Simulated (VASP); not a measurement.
# GaP (I-4m2) in VASP: further runs, part 2 of 2

VASP 6.6.1.

### Step 3. Single point, r2SCAN (strain -0.040 along x and y, -0.080 along z)

The input, POSCAR:

```
GaP
1.0
    0.0000000000      2.6162400000      2.5072300000
    2.6162400000      0.0000000000      2.5072300000
    2.6162400000      2.6162400000      0.0000000000
Ga P
1 1
Direct
    0.0000000000      0.0000000000      0.0000000000
    0.7500000000      0.7500000000      0.7500000000
```

The input, INCAR.step1:

```
PREC     = Accurate       # precision mode
ENCUT    = 520            # plane-wave cutoff, eV
ISMEAR   = 0              # smearing method
SIGMA    = 0.05           # smearing width, eV
LREAL    = F              # projectors in reciprocal space
LASPH    = T              # aspherical terms in the spheres
NELM     = 60             # most SCF steps
NBANDS   = 16             # bands
GGA      = PE             # functional
ALGO     = Normal         # electronic algorithm
EDIFF    = 1E-4           # SCF threshold, eV
LWAVE    = T              # write WAVECAR
LCHARG   = F              # write CHGCAR
```

The input, INCAR.step2:

```
PREC     = Accurate       # precision mode
ENCUT    = 520            # plane-wave cutoff, eV
EDIFF    = 1E-6           # SCF threshold, eV
ISMEAR   = 0              # smearing method
SIGMA    = 0.05           # smearing width, eV
LREAL    = F              # projectors in reciprocal space
LASPH    = T              # aspherical terms in the spheres
NELM     = 60             # most SCF steps
ALGO     = Normal         # electronic algorithm
ISIF     = 2              # what is computed and relaxed
LWAVE    = F              # write WAVECAR
LCHARG   = T              # write CHGCAR
METAGGA  = R2SCAN         # meta-GGA
LMIXTAU  = T            
LELF     = T              # ELF
LVHAR    = T            
NBANDS   = 16             # bands
ISTART   = 1
```

The input, KPOINTS:

```
regular mesh
0
Gamma
  8 8 8
```

Potentials or basis: VASP PAW PBE potentials, release 64 (Ga_d, P).

The run is started by

```sh
$ cat potpaw_PBE.64/Ga_d/POTCAR potpaw_PBE.64/P/POTCAR > POTCAR
$ cp INCAR.step1 INCAR
$ mpirun -np 1 vasp_std > vasp.out
$ cp INCAR.step2 INCAR
$ mpirun -np 1 vasp_std > vasp.out
```

Run time: 1.9 min. Hardware: 1 thread of Intel Xeon Platinum 8488C (Sapphire Rapids), shared host; peak memory 0.18 GiB.

It converged, with:

```
Free energy            : -21.1081 eV
Pressure               : 20.7 GPa
Band gap on the k mesh : 1.10 eV, indirect (least direct gap 3.65 eV)
```

Stress tensor (GPa, compression positive):
```
19.64  0.00  0.00
 0.00 19.64  0.00
 0.00  0.00 22.68
```

Levels at points of the mesh, in eV from the valence-band top:
```tsv
k point	band 7	band 8	band 9	band 10	band 11	band 12
(0.00, 0.00, 0.00)	-0.26	-0.26	0.00	3.65	3.86	3.95
(0.50, 0.00, 0.00)	-8.12	-1.83	-1.41	2.33	4.56	5.05
(0.50, 0.50, 0.00)	-7.80	-3.87	-3.87	1.10	1.38	12.37
(0.50, 0.00, 0.50)	-8.15	-3.53	-3.48	1.48	1.85	12.10
```

Caveat: the cell differs from its parent crystal (strain -0.040 along x and y, -0.080 along z); the PAW data sets were made with another functional, which shifts forces and pressure a little. A k mesh can miss the band edges.

### Step 4. Single point, r2SCAN (strain -0.080 along x and y, +0.040 along z)

The input, POSCAR:

```
GaP
1.0
    0.0000000000      2.5072300000      2.8342600000
    2.5072300000      0.0000000000      2.8342600000
    2.5072300000      2.5072300000      0.0000000000
Ga P
1 1
Direct
    0.0000000000      0.0000000000      0.0000000000
    0.7500000000      0.7500000000      0.7500000000
```

The input, INCAR.step1:

```
SYSTEM = GaP
PREC = Accurate
ENCUT = 520
ISMEAR = 0
SIGMA = 0.05
LREAL = .False.
LASPH = .True.
NELM = 80
NBANDS = 16
GGA = PE
ALGO = Normal
EDIFF = 1E-4
LWAVE = .True.
LCHARG = .False.
```

The input, INCAR.step2:

```
SYSTEM = GaP
PREC = Accurate
ENCUT = 520
EDIFF = 1E-6
ISMEAR = 0
SIGMA = 0.05
LREAL = .False.
LASPH = .True.
NELM = 80
ALGO = Normal
ISIF = 2
LWAVE = .False.
LCHARG = .False.
METAGGA = R2SCAN
LMIXTAU = .True.
NBANDS = 16
ISTART = 1
```

The input, KPOINTS:

```
regular mesh
0
Gamma
  8 8 8
  0 0 0
```

The run is started by

```sh
$ cat potpaw_PBE.64/Ga_d/POTCAR potpaw_PBE.64/P/POTCAR > POTCAR
$ cp INCAR.step1 INCAR
$ mpirun -np 1 vasp_std > vasp.out
$ cp INCAR.step2 INCAR
$ mpirun -np 1 vasp_std > vasp.out
```

It took 2 min on 1 thread of Intel Xeon Platinum 8488C (Sapphire Rapids), shared host; peak memory 0.18 GiB.

The run converged. Its results:

| Quantity | Value |
| --- | --- |
| Free energy | -21.1548 eV |
| Pressure | 14.3 GPa |
| Band gap on the k mesh | 0.99 eV, indirect (least direct gap 2.63 eV) |

Stress tensor (GPa, compression positive):
```
18.57  0.00  0.00
 0.00 18.57  0.00
 0.00  0.00  5.77
```

Levels at points of the mesh, in eV from the valence-band top:
```tsv
k point	band 6	band 7	band 8	band 9	band 10	band 11	band 12	band 13
(0.00, 0.00, 0.00)	-14.38	-0.98	0.00	0.00	3.00	3.82	3.82	4.09
(0.50, 0.00, 0.00)	-11.74	-7.96	-2.33	-1.01	1.62	4.73	5.27	8.94
(0.50, 0.50, 0.00)	-11.13	-8.56	-2.88	-2.88	2.08	2.52	12.01	12.08
(0.50, 0.00, 0.50)	-10.38	-7.59	-3.93	-3.82	1.00	1.23	10.65	11.07
```

Caveat: the cell differs from its parent crystal (strain -0.080 along x and y, +0.040 along z); the PAW data sets were made with another functional, which shifts forces and pressure a little. A k mesh can miss the band edges.

### Step 5. Single point, r2SCAN (strain -0.080 along x and y, +0.080 along z)

The input, POSCAR:

```
GaP
1.0
    0.0000000000      2.5072300000      2.9432700000
    2.5072300000      0.0000000000      2.9432700000
    2.5072300000      2.5072300000      0.0000000000
Ga P
1 1
Direct
    0.0000000000      0.0000000000      0.0000000000
    0.7500000000      0.7500000000      0.7500000000
```

Edit INCAR.step1 of step 4 so:

```diff
@@ -7,3 +7,3 @@
 LASPH = .True.
-NELM = 80
+NELM = 100
 NBANDS = 16
```

The input, INCAR.step2:

```
SYSTEM = GaP
PREC = Accurate
ENCUT = 520
EDIFF = 1E-7
ISMEAR = 0
SIGMA = 0.05
LREAL = .False.
LASPH = .True.
NELM = 100
ALGO = Normal
ISIF = 2
LWAVE = .False.
LCHARG = .True.
METAGGA = R2SCAN
LMIXTAU = .True.
LELF = .True.
LVHAR = .True.
NBANDS = 16
ISTART = 1
```

KPOINTS is that of step 4.

The run is started by

```sh
$ cat potpaw_PBE.64/Ga_d/POTCAR potpaw_PBE.64/P/POTCAR > POTCAR
$ cp INCAR.step1 INCAR
$ mpirun -np 1 vasp_std > vasp.out
$ cp INCAR.step2 INCAR
$ mpirun -np 1 vasp_std > vasp.out
```

It took 2.6 min on 1 thread of Intel Xeon Platinum 8488C (Sapphire Rapids), shared host; peak memory 0.19 GiB.

The run converged. Its results:

| Item | Value |
| --- | --- |
| Free energy | -21.1663 eV |
| Pressure | 8.9 GPa |
| Band gap on the k mesh | 0.88 eV, indirect (least direct gap 2.01 eV) |

Stress tensor (GPa, compression positive):
```
14.83  0.00  0.00
 0.00 14.83  0.00
 0.00  0.00 -2.92
```

Levels at points of the mesh, in eV from the valence-band top:
```tsv
k point	band 5	band 6	band 7	band 8	band 9	band 10	band 11	band 12	band 13	band 14
(0.00, 0.00, 0.00)	-15.50	-14.13	-1.31	0.00	0.00	2.40	3.78	3.78	4.15	7.97
(0.50, 0.00, 0.00)	-15.46	-11.63	-7.79	-2.53	-0.85	1.16	4.82	5.37	8.87	11.31
(0.50, 0.50, 0.00)	-15.48	-11.20	-8.60	-2.62	-2.62	2.30	2.74	11.18	11.63	11.63
(0.50, 0.00, 0.50)	-15.45	-10.28	-7.37	-3.93	-3.80	0.93	1.08	9.87	10.17	11.33
```

Caveat: the cell differs from its parent crystal (strain -0.080 along x and y, +0.080 along z); the PAW data sets were made with another functional, which shifts forces and pressure a little. A k mesh can miss the band edges.

### Step 6. Single point, r2SCAN (strain +0.000 along x and y, -0.080 along z)

The input, POSCAR:

```
GaP
1.0
    0.0000000000      2.7252500000      2.5072300000
    2.7252500000      0.0000000000      2.5072300000
    2.7252500000      2.7252500000      0.0000000000
Ga P
1 1
Direct
    0.0000000000      0.0000000000      0.0000000000
    0.7500000000      0.7500000000      0.7500000000
```

The input, INCAR.step1:

```
SYSTEM = GaP
PREC = Accurate
ENCUT = 520
ISMEAR = 0
SIGMA = 0.05
LREAL = .FALSE.
LASPH = .TRUE.
NELM = 60
NBANDS = 16
GGA = PE
ALGO = Normal
EDIFF = 1E-4
LWAVE = .TRUE.
LCHARG = .FALSE.
```

The input, INCAR.step2:

```
SYSTEM = GaP
PREC = Accurate
ENCUT = 520
EDIFF = 1E-6
ISMEAR = 0
SIGMA = 0.05
LREAL = .FALSE.
LASPH = .TRUE.
NELM = 60
ALGO = Normal
ISIF = 2
LWAVE = .FALSE.
LCHARG = .TRUE.
METAGGA = R2SCAN
LMIXTAU = .TRUE.
LELF = .TRUE.
LVHAR = .TRUE.
NBANDS = 16
ISTART = 1
```

The input, KPOINTS:

```
Automatic mesh
0
G
  8 8 8
  0 0 0
```

Potentials or basis: VASP PAW PBE potentials, release 64 (Ga_d, P).

The run is started by

```sh
$ cat potpaw_PBE.64/Ga_d/POTCAR potpaw_PBE.64/P/POTCAR > POTCAR
$ cp INCAR.step1 INCAR
$ mpirun -np 1 vasp_std > vasp.out
$ cp INCAR.step2 INCAR
$ mpirun -np 1 vasp_std > vasp.out
```

It took 1.9 min on 1 thread of Intel Xeon Platinum 8488C (Sapphire Rapids), shared host; peak memory 0.18 GiB.

Results (log left out):

```yaml
Free_energy: -21.3409 eV
Pressure: 8.6 GPa
Band_gap_on_the_k_mesh: 0.91 eV, indirect (least direct gap 2.74 eV)
```

Stress tensor (GPa, compression positive):
```
 6.67  0.00  0.00
 0.00  6.67  0.00
 0.00  0.00 12.40
```

Levels at points of the mesh, in eV from the valence-band top:
| k point | band 5 | band 6 | band 7 | band 8 | band 9 | band 10 | band 11 | band 12 | band 13 | band 14 |
| --- | --- | --- | --- | --- | --- | --- | --- | --- | --- | --- |
| (0.00, 0.00, 0.00) | -15.32 | -13.99 | -0.46 | -0.46 | 0.00 | 2.74 | 3.78 | 3.97 | 3.97 | 9.28 |
| (0.50, 0.00, 0.00) | -15.30 | -11.52 | -7.66 | -1.96 | -1.24 | 1.83 | 4.37 | 5.30 | 8.80 | 11.59 |
| (0.50, 0.50, 0.00) | -15.28 | -10.18 | -7.26 | -3.82 | -3.82 | 1.02 | 1.13 | 11.60 | 11.60 | 12.72 |
| (0.50, 0.00, 0.50) | -15.30 | -10.63 | -7.88 | -3.21 | -3.13 | 1.68 | 2.02 | 11.10 | 11.33 | 12.09 |

Caveat: the cell differs from its parent crystal (strain +0.000 along x and y, -0.080 along z); the PAW data sets were made with another functional, which shifts forces and pressure a little. A k mesh can miss the band edges.

### Step 7. The runs side by side

```tsv
cell	gap on the mesh (eV)	pressure (GPa)
a = 3.703, b = 3.703, c = 3.546 Å, angles 61.4, 61.4, 57.2°, 2 atoms	1.08	20.7
a = 3.624, b = 3.624, c = 3.700 Å, angles 59.3, 59.3, 61.4°, 2 atoms	1.10	20.7
a = 3.784, b = 3.784, c = 3.546 Å, angles 62.1, 62.1, 55.9°, 2 atoms	0.99	14.3
a = 3.866, b = 3.866, c = 3.546 Å, angles 62.7, 62.7, 54.6°, 2 atoms	0.88	8.9
a = 3.703, b = 3.703, c = 3.854 Å, angles 58.6, 58.6, 62.7°, 2 atoms	0.91	8.6
```

Alike in all rows: task single point; level r2SCAN; potentials or basis VASP PAW PBE potentials, release 64 (Ga_d, P); no spin polarisation; k mesh 8 × 8 × 8; cutoff (eV) 520; smearing gaussian 0.05 eV.

Caveats: the PAW data sets were made with another functional, which shifts forces and pressure a little.

Total energies depend on the potentials used, so only differences within one code and one set of settings carry meaning.
